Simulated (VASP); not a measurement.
# Si3C (P-4m2) in VASP: notebook

Si3C is run at these levels: PBE; tasks: single point.

Program: VASP 6.6.1. These are calculated values, not measurements. Logs are shortened: lines on timing, memory, paths and dates and some standing lists are left out, and cuts for length are marked.

### 1 The cell of the first run

It takes space group P-4m2 (No. 115, tetragonal). The conventional cell has a = 3.444 Å, b = 3.444 Å, c = 5.023 Å, α = 90.00°, β = 90.00°, γ = 90.00°. Within 2.6 Å of C (site symmetry -4m2) lie 4 Si at 2.00 Å. Si (site symmetry 2mm) has 2 C at 2.00 Å and 2 Si at 2.28 Å within 2.6 Å. Si (site symmetry -4m2) has 4 Si at 2.28 Å within 3.0 Å.

### 2 Single point, PBE

The input, INCAR:

```
SYSTEM = Si3C
PREC     = Accurate       ! precision mode
ENCUT    = 520            ! plane-wave cutoff, eV
EDIFF    = 1E-7           ! SCF threshold, eV
ISMEAR   = -1             ! smearing method
SIGMA    = 0.02           ! smearing width, eV
LREAL    = .FALSE.        ! projectors in reciprocal space
LASPH    = .TRUE.         ! aspherical terms in the spheres
NELM     = 100            ! most SCF steps
ALGO     = Normal         ! electronic algorithm
ISIF     = 2              ! what is computed and relaxed
LWAVE    = .FALSE.        ! write WAVECAR
LCHARG   = .FALSE.        ! write CHGCAR
GGA      = PE             ! functional
NBANDS   = 16             ! bands
```

The input, KPOINTS:

```
Automatic mesh
0
G
  6 6 4
  0 0 0
```

The input, POSCAR:

```
Si3C
1.0
    3.4435160295      0.0000000000      0.0000000000
    0.0000000000      3.4435160295      0.0000000000
    0.0000000000      0.0000000000      5.0231286860
C Si
1 3
Direct
    0.0000000000      0.0000000000      0.0000000000
    0.0000000000      0.5000000000      0.2021229506
    0.5000000000      0.5000000000      0.5000000000
    0.5000000000      0.0000000000      0.7978770494
```

Potentials or basis: VASP PAW PBE potentials, release 64 (C, Si).

Run with:

```bash
> cat potpaw_PBE.64/C/POTCAR potpaw_PBE.64/Si/POTCAR > POTCAR
> mpirun -np 1 vasp_std > vasp.out
```

OUTCAR:

```text
SYSTEM = Si3C
   PREC = Accurate
   ENCUT = 520
   EDIFF = 1E-7
   ISMEAR = -1
   LREAL = .FALSE.
   LASPH = .TRUE.
   NELM = 100
   ISIF = 2
   GGA = PE

 ion  position               nearest neighbor table
   1  0.000  0.000  0.000-   2 2.00   4 2.00   2 2.00   4 2.00
   2  0.000  0.500  0.202-   1 2.00   1 2.00   3 2.28   3 2.28
   3  0.500  0.500  0.500-   2 2.28   4 2.28   4 2.28   2 2.28
   4  0.500  0.000  0.798-   1 2.00   1 2.00   3 2.28   3 2.28

  LATTYP: Found a simple tetragonal cell.
 ALAT       =     3.4435160295
 C/A-ratio  =     1.4587208664

  Lattice vectors:

 A1 = (   3.4435160295,   0.0000000000,   0.0000000000)
 A2 = (   0.0000000000,   3.4435160295,   0.0000000000)
 A3 = (   0.0000000000,   0.0000000000,   5.0231286860)

Analysis of symmetry for initial positions (statically):
=====================================================================
 Subroutine PRICEL returns:
 Original cell was already a primitive cell.

 Routine SETGRP: Setting up the symmetry group for a
 simple tetragonal supercell.

 Subroutine GETGRP returns: Found  8 space group operations
 (whereof  8 operations were pure point group operations)
 out of a pool of 16 trial point group operations.

The static configuration has the point symmetry D_2d.

Analysis of symmetry for dynamics (positions and initial velocities):
=====================================================================
 Subroutine PRICEL returns:
 Original cell was already a primitive cell.

 Routine SETGRP: Setting up the symmetry group for a
 simple tetragonal supercell.

 Subroutine GETGRP returns: Found  8 space group operations
 (whereof  8 operations were pure point group operations)
 out of a pool of 16 trial point group operations.

The dynamic configuration has the point symmetry D_2d.

 Subroutine INISYM returns: Found  8 space group operations
 (whereof  8 operations are pure point group operations),
 and found     1 'primitive' translations

----------------------------------------------------------------------------------------

                                     Primitive cell

  volume of cell :      59.5633

  direct lattice vectors                    reciprocal lattice vectors
     3.443516030  0.000000000  0.000000000     0.290400855  0.000000000  0.000000000
     0.000000000  3.443516030  0.000000000     0.000000000  0.290400855  0.000000000
     0.000000000  0.000000000  5.023128686     0.000000000  0.000000000  0.199079112

  length of vectors
     3.443516030  3.443516030  5.023128686     0.290400855  0.290400855  0.199079112

[... 88 lines left out ...]
   IBRION =     -1    ionic relax: 0-MD 1-quasi-New 2-CG
   NFREE  =      0    steps in history (QN), initial steepest desc. (CG)
   ISIF   =      2    stress and relaxation
   ISYM   =      2    0-nonsym 1-usesym 2-fastsym
   POTIM  = 0.5000    time-step for ionic-motion
   TEBEG  =    0.0;   TEEND  =   0.0 temperature during run
   PSTRESS=    0.0 pullay stress
   NELECT =      16.0000    total number of electrons
   NUPDOWN=      -1.0000    fix difference up-down
   EMIN   =  10.00;   EMAX   =-10.00  energy-range for DOS
   EFERMI =   0.00;   METHOD = LEGACY
   ISMEAR =    -1;   SIGMA  =   0.02  broadening in eV -4-tet -1-fermi 0-gaus
   EFERMI_NEDOS =   21; number of points for ismear=-14 and -15
   IALGO  =     38    algorithm
   IMIX   =      4    mixing-type and parameters
     AMIX     =   0.40;   BMIX     =  1.00
     AMIX_MAG =   1.60;   BMIX_MAG =  1.00
  volume/ion in A,a.u.               =      14.89       100.49
  Fermi-wavevector in a.u.,A,eV,Ry     =   1.056303  1.996124 15.181064  1.115777
  Thomas-Fermi vector in A             =   2.191534
   LORBIT       =      0    0 simple, 1 ext, 2 COOP (PROOUT), +10 PAW based schemes
   GGA     = PE    functional components
   LHFCALC =     F    Hartree Fock is set to
   AEXX    =    0.0000 exact exchange contribution
   IVDW    =     0    specifies the selected vdW correction
   LEPSILON=     F    determine dielectric tensor
   LRPA    =     F    only Hartree local field effects (RPA)
 non-spin polarized calculation
  energy-cutoff  :      520.00
  volume of cell :       59.56
 maximum number of plane-waves:      1620
 NGX is ok and might be reduce to    28
   NGX = 13   NGY = 13   NGZ = 19

 number of electron      16.0000001 magnetization

 Free energy of the ion-electron system (eV)
  ---------------------------------------------------
  ext. energy  EPLUGINS =         0.00000000
  ---------------------------------------------------
  free energy    TOTEN  =       -24.38081989 eV

  energy without entropy =      -24.37993602  energy(sigma->0) =      -24.38037795

 E-fermi :   7.5927     XC(G=0): -10.2650

 val. band max:        7.5920248778   @ k =   0.1667   0.0000   0.0000
 cond. band min:       7.7005339193   @ k =   0.1667   0.0000   0.0000
 fundamental gap:      0.1085090415
 Fermi energy:         7.5926823025

 k-point     1 :       0.0000    0.0000    0.0000
  band No.  band energies     occupation
      1      -7.0744      2.00000
      2      -2.0711      2.00000
      3      -0.9954      2.00000
      4       3.2058      2.00000
      5       3.2058      2.00000
      6       6.7219      2.00000
[... 433 lines left out ...]
      3      -1.0695      2.00000
      4      -0.3735      2.00000
      5       4.1232      2.00000
      6       5.5640      2.00000
[... 8 lines left out ...]
     15      14.4973      0.00000
     16      16.9558      0.00000

 [... further k-points ...]

------------------------ aborting loop because EDIFF is reached ----------------------------------------

  FORCE on cell =-STRESS in cart. coord.  units (eV):
  Direction    XX          YY          ZZ          XY          YZ          ZX
  --------------------------------------------------------------------------------------
  -------------------------------------------------------------------------------------
  Total       -0.0237186     -0.0237186     -0.0010457      0.0000000     -0.0000000      0.0000000
  in kB       -0.6379994     -0.6379994     -0.0281276      0.0000000     -0.0000000      0.0000000
  external PRESSURE =      -0.4347088 kB  Pullay stress =       0.0000000 kB

 VOLUME and BASIS-vectors are now :
 -----------------------------------------------------------------------------
  energy-cutoff  :      520.00
  volume of cell :       59.56
      direct lattice vectors                 reciprocal lattice vectors
     3.443516030  0.000000000  0.000000000     0.290400855  0.000000000  0.000000000
     0.000000000  3.443516030  0.000000000     0.000000000  0.290400855  0.000000000
     0.000000000  0.000000000  5.023128686     0.000000000  0.000000000  0.199079112

 POSITION                                       TOTAL-FORCE (eV/Angst)
 -----------------------------------------------------------------------------------
      0.00000      0.00000      0.00000         0.000000     -0.000000      0.000000
      0.00000      1.72176      1.01529         0.000000     -0.000000     -0.094453
      1.72176      1.72176      2.51156         0.000000      0.000000      0.000000
      1.72176      0.00000      4.00784         0.000000     -0.000000      0.094453
 -----------------------------------------------------------------------------------
    total drift:                               -0.000000      0.000000     -0.000000

  FREE ENERGIE OF THE ION-ELECTRON SYSTEM (eV)
  ---------------------------------------------------
  free  energy   TOTEN  =       -24.3808198855 eV

  energy  without entropy=      -24.3799360214  energy(sigma->0) =      -24.38037795
```

OSZICAR:

```text
N       E                     dE             d eps       ncg     rms          rms(c)
DAV:   1     0.237498120904E+02    0.23750E+02   -0.63254E+03   960   0.854E+02
DAV:   2    -0.234217300896E+02   -0.47172E+02   -0.41866E+02  1320   0.130E+02
DAV:   3    -0.258601117170E+02   -0.24384E+01   -0.24162E+01  1296   0.276E+01
DAV:   4    -0.258869913130E+02   -0.26880E-01   -0.26873E-01  1168   0.355E+00
DAV:   5    -0.258873556649E+02   -0.36435E-03   -0.36434E-03  1328   0.402E-01    0.898E+00
DAV:   6    -0.244651153939E+02    0.14222E+01   -0.26224E+00  1184   0.105E+01    0.469E+00
DAV:   7    -0.244010581987E+02    0.64057E-01   -0.51906E-01  1192   0.437E+00    0.234E+00
DAV:   8    -0.243808152717E+02    0.20243E-01   -0.60931E-02  1296   0.147E+00    0.543E-01
DAV:   9    -0.243803911593E+02    0.42411E-03   -0.59568E-03  1288   0.591E-01    0.167E-01
DAV:  10    -0.243807514438E+02   -0.36028E-03   -0.11270E-03  1184   0.199E-01    0.687E-02
DAV:  11    -0.243808078693E+02   -0.56426E-04   -0.74497E-05  1248   0.557E-02    0.244E-02
DAV:  12    -0.243808186703E+02   -0.10801E-04   -0.21538E-05  1296   0.307E-02    0.951E-03
DAV:  13    -0.243808198186E+02   -0.11482E-05   -0.36573E-06  1208   0.135E-02    0.169E-03
DAV:  14    -0.243808198855E+02   -0.66955E-07   -0.55240E-07  1288   0.423E-03
   1 F= -.24380820E+02 E0= -.24380378E+02  d E =-.883864E-03
```

Wall time 11 s (1 thread of Intel Xeon 6975P-C (Granite Rapids), shared host); peak memory 0.17 GiB.

What came out:

- Free energy: -24.3808 eV
- Pressure: 0.0 GPa
- Largest force: 0.094 eV/Å
- Band gap on the k mesh: zero (band 8 reaches 7.75 eV, above the bottom of band 9 at 7.26 eV)

Forces in eV/Å, atoms in the order of the input:
```
C    0.000  0.000  0.000
Si   0.000  0.000 -0.094
Si   0.000  0.000  0.000
Si   0.000  0.000  0.094
```

### 3 Single point, PBE (volume changed by +3%)

The input, INCAR:

```
PREC = Accurate
ENCUT = 520
EDIFF = 1E-6
ISMEAR = -1
SIGMA = 0.02
LREAL = F
LASPH = T
NELM = 100
ALGO = Normal
ISIF = 2
LWAVE = F
LCHARG = T
GGA = PE
LELF = T
LVHAR = T
NBANDS = 16
```

The input, KPOINTS:

```
regular mesh
0
Gamma
  6 6 4
```

The input, POSCAR:

```
Si3C
1.0
    3.4776124651      0.0000000000      0.0000000000
    0.0000000000      3.4776124651      0.0000000000
    0.0000000000      0.0000000000      5.0728658680
C Si
1 3
Direct
    0.0000000000      0.0000000000      0.0000000000
    0.0000000000      0.5000000000      0.2021229506
    0.5000000000      0.5000000000      0.5000000000
    0.5000000000      0.0000000000      0.7978770494
```

Potentials or basis: VASP PAW PBE potentials, release 64 (C, Si).

Run with:

```bash
> cat potpaw_PBE.64/C/POTCAR potpaw_PBE.64/Si/POTCAR > POTCAR
> mpirun -np 1 vasp_std > vasp.out
```

OUTCAR:

```text
PREC = Accurate
   ENCUT = 520
   EDIFF = 1E-6
   ISMEAR = -1
   LREAL = F
   LASPH = T
   NELM = 100
   ISIF = 2
   GGA = PE

 ion  position               nearest neighbor table
   1  0.000  0.000  0.000-   2 2.02   4 2.02   2 2.02   4 2.02
   2  0.000  0.500  0.202-   1 2.02   1 2.02   3 2.30   3 2.30
   3  0.500  0.500  0.500-   2 2.30   4 2.30   4 2.30   2 2.30
   4  0.500  0.000  0.798-   1 2.02   1 2.02   3 2.30   3 2.30

  LATTYP: Found a simple tetragonal cell.
 ALAT       =     3.4776124651
 C/A-ratio  =     1.4587208664

  Lattice vectors:

 A1 = (   3.4776124651,   0.0000000000,   0.0000000000)
 A2 = (   0.0000000000,   3.4776124651,   0.0000000000)
 A3 = (   0.0000000000,   0.0000000000,   5.0728658680)

Analysis of symmetry for initial positions (statically):
=====================================================================
 Subroutine PRICEL returns:
 Original cell was already a primitive cell.

 Routine SETGRP: Setting up the symmetry group for a
 simple tetragonal supercell.

 Subroutine GETGRP returns: Found  8 space group operations
 (whereof  8 operations were pure point group operations)
 out of a pool of 16 trial point group operations.

The static configuration has the point symmetry D_2d.

Analysis of symmetry for dynamics (positions and initial velocities):
=====================================================================
 Subroutine PRICEL returns:
 Original cell was already a primitive cell.

 Routine SETGRP: Setting up the symmetry group for a
 simple tetragonal supercell.

 Subroutine GETGRP returns: Found  8 space group operations
 (whereof  8 operations were pure point group operations)
 out of a pool of 16 trial point group operations.

The dynamic configuration has the point symmetry D_2d.

 Subroutine INISYM returns: Found  8 space group operations
 (whereof  8 operations are pure point group operations),
 and found     1 'primitive' translations

[... 115 lines left out ...]
   IALGO  =     38    algorithm
   IMIX   =      4    mixing-type and parameters
     AMIX     =   0.40;   BMIX     =  1.00
     AMIX_MAG =   1.60;   BMIX_MAG =  1.00
  volume/ion in A,a.u.               =      15.34       103.50
  Fermi-wavevector in a.u.,A,eV,Ry     =   1.045947  1.976553 14.884836  1.094005
  Thomas-Fermi vector in A             =   2.180764
   LORBIT       =      0    0 simple, 1 ext, 2 COOP (PROOUT), +10 PAW based schemes
   GGA     = PE    functional components
   LHFCALC =     F    Hartree Fock is set to
   AEXX    =    0.0000 exact exchange contribution
   IVDW    =     0    specifies the selected vdW correction
   LEPSILON=     F    determine dielectric tensor
   LRPA    =     F    only Hartree local field effects (RPA)
 non-spin polarized calculation
  energy-cutoff  :      520.00
  volume of cell :       61.35
 maximum number of plane-waves:      1675
 NGX is ok and might be reduce to    28
   NGX = 13   NGY = 13   NGZ = 19

 number of electron      16.0000001 magnetization

 Free energy of the ion-electron system (eV)
  ---------------------------------------------------
  ext. energy  EPLUGINS =         0.00000000
  ---------------------------------------------------
  free energy    TOTEN  =       -24.35996462 eV

  energy without entropy =      -24.35903316  energy(sigma->0) =      -24.35949889

 E-fermi :   7.2782     XC(G=0): -10.1437

 val. band max:        7.1859981098   @ k =   0.0000   0.0000   0.2500
 cond. band min:       7.2792901363   @ k =   0.1667   0.0000   0.0000
 fundamental gap:      0.0932920265
 Fermi energy:         7.2781731818

 k-point     1 :       0.0000    0.0000    0.0000
  band No.  band energies     occupation
      1      -7.1707      2.00000
      2      -2.2807      2.00000
      3      -1.2087      2.00000
      4       2.9826      2.00000
      5       2.9826      2.00000
      6       6.4182      2.00000
[... 433 lines left out ...]
      3      -1.2281      2.00000
      4      -0.5516      2.00000
      5       3.8757      2.00000
      6       5.2679      2.00000
[... 8 lines left out ...]
     15      14.0458      0.00000
     16      16.5604      0.00000

 [... further k-points ...]
[... 5 lines left out ...]
  --------------------------------------------------------------------------------------
  -------------------------------------------------------------------------------------
  Total       -1.3618598     -1.3618598     -1.4546144      0.0000000     -0.0000000      0.0000000
  in kB      -35.5653614    -35.5653614    -37.9876761      0.0000000     -0.0000000      0.0000000
  external PRESSURE =     -36.3727996 kB  Pullay stress =       0.0000000 kB

 VOLUME and BASIS-vectors are now :
 -----------------------------------------------------------------------------
  energy-cutoff  :      520.00
  volume of cell :       61.35
      direct lattice vectors                 reciprocal lattice vectors
     3.477612465  0.000000000  0.000000000     0.287553605  0.000000000  0.000000000
     0.000000000  3.477612465  0.000000000     0.000000000  0.287553605  0.000000000
     0.000000000  0.000000000  5.072865868     0.000000000  0.000000000  0.197127231

 POSITION                                       TOTAL-FORCE (eV/Angst)
 -----------------------------------------------------------------------------------
      0.00000      0.00000      0.00000        -0.000000      0.000000      0.000000
      0.00000      1.73881      1.02534         0.000000      0.000000      0.024167
      1.73881      1.73881      2.53643         0.000000     -0.000000      0.000000
      1.73881      0.00000      4.04752         0.000000      0.000000     -0.024167
 -----------------------------------------------------------------------------------
    total drift:                               -0.000000      0.000000     -0.000000

  FREE ENERGIE OF THE ION-ELECTRON SYSTEM (eV)
  ---------------------------------------------------
  free  energy   TOTEN  =       -24.3599646228 eV

  energy  without entropy=      -24.3590331590  energy(sigma->0) =      -24.35949889
```

OSZICAR:

```text
N       E                     dE             d eps       ncg     rms          rms(c)
DAV:   1     0.241198817989E+02    0.24120E+02   -0.63746E+03   960   0.856E+02
DAV:   2    -0.233629404229E+02   -0.47483E+02   -0.42641E+02  1296   0.129E+02
DAV:   3    -0.257672091671E+02   -0.24043E+01   -0.23806E+01  1344   0.270E+01
DAV:   4    -0.257940003363E+02   -0.26791E-01   -0.26787E-01  1136   0.350E+00
DAV:   5    -0.257943678371E+02   -0.36750E-03   -0.36749E-03  1376   0.396E-01    0.868E+00
DAV:   6    -0.244385601497E+02    0.13558E+01   -0.25420E+00  1200   0.103E+01    0.452E+00
DAV:   7    -0.243795119155E+02    0.59048E-01   -0.50005E-01  1176   0.429E+00    0.228E+00
DAV:   8    -0.243601187432E+02    0.19393E-01   -0.62852E-02  1304   0.147E+00    0.536E-01
DAV:   9    -0.243595082955E+02    0.61045E-03   -0.60550E-03  1256   0.599E-01    0.165E-01
DAV:  10    -0.243598925680E+02   -0.38427E-03   -0.12649E-03  1192   0.208E-01    0.699E-02
DAV:  11    -0.243599489244E+02   -0.56356E-04   -0.79364E-05  1264   0.587E-02    0.267E-02
DAV:  12    -0.243599627713E+02   -0.13847E-04   -0.24912E-05  1296   0.336E-02    0.113E-02
DAV:  13    -0.243599645283E+02   -0.17570E-05   -0.52800E-06  1200   0.164E-02    0.226E-03
DAV:  14    -0.243599646228E+02   -0.94481E-07   -0.57312E-07   624   0.456E-03
   1 F= -.24359965E+02 E0= -.24359499E+02  d E =-.931464E-03
```

Wall time 12 s (1 thread of Intel Xeon 6975P-C (Granite Rapids), shared host); peak memory 0.18 GiB.

Results:

```yaml
Free_energy: -24.3600 eV
Pressure: -3.6 GPa
Largest_force: 0.024 eV/Å
Band_gap_on_the_k_mesh: zero (band 8 reaches 7.41 eV, above the bottom of band 9 at 6.96 eV)
```

Forces on the atoms (eV/Å):
```
C    0.000  0.000  0.000
Si   0.000  0.000  0.024
Si   0.000  0.000  0.000
Si   0.000  0.000 -0.024
```

Levels at points of the mesh, in eV from the Fermi level:
```
           k point  band 4  band 5  band 6  band 7  band 8  band 9  band 10  band 11  band 12  band 13
(0.00, 0.00, 0.00)   -4.30   -4.30   -0.86   -0.82    0.13    0.13     1.15     3.26     3.26     3.28
(0.50, 0.00, 0.00)   -6.13   -4.94   -4.49   -3.45   -0.37    1.97     2.58     3.86     5.49     5.69
(0.50, 0.50, 0.00)   -7.95   -4.09   -3.79   -3.79   -3.21   -0.32     0.54     0.99     0.99     8.28
(0.00, 0.00, 0.50)   -4.07   -4.07   -3.70   -0.90   -0.90    0.52     1.26     3.55     3.58     5.20
(0.50, 0.00, 0.50)   -7.83   -3.40   -2.01   -1.97   -0.12    0.39     3.04     3.51     3.65     3.75
(0.50, 0.50, 0.50)   -7.48   -5.06   -4.84   -4.84   -4.74    3.18     3.97     3.97     4.04     5.38
```
